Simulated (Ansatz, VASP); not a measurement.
**One calculation of Ir, two programs**

```
CELL_PARAMETERS angstrom
0.00000 1.91514 1.91514
1.91514 0.00000 1.91514
1.91514 1.91514 0.00000
ATOMIC_POSITIONS crystal
Ir 0.00000 0.00000 0.00000
```

Alike in both runs: functional PBEsol; k mesh 58 × 58 × 58; occupations gaussian, width 0.1 eV; no spin polarisation.

Ansatz relaxed the structure, and its values are those at the end. VASP's run is a single point on that final structure, the one shown.

```csv
,VASP,Ansatz
version,VASP 6.6.1,Ansatz 0.2.0
potentials or method,"VASP PAW PBE potentials, release 64 (Ir)","scalar-relativistic, plane waves, PAW"
plane-wave cutoff (eV),520,420
valence electrons in the cell,9,17
```

|  | VASP | Ansatz | Ansatz less VASP |
| --- | --- | --- | --- |
| gap on the k mesh at the Fermi level (eV) | none | none | - |
| pressure (GPa) | 0.9 | 0.0 | -0.85 |

VASP's potentials were made for PBE, not for PBEsol. A gap of «none» marks a metal or a gap that the smearing closes. The functional is the same, so the differences come from potentials, cutoffs and numerics. VASP's potentials hold 9 valence electrons a cell and Ansatz's 17, so a difference there can come from the potentials and not from the codes.

Spin-orbit coupling is off throughout.
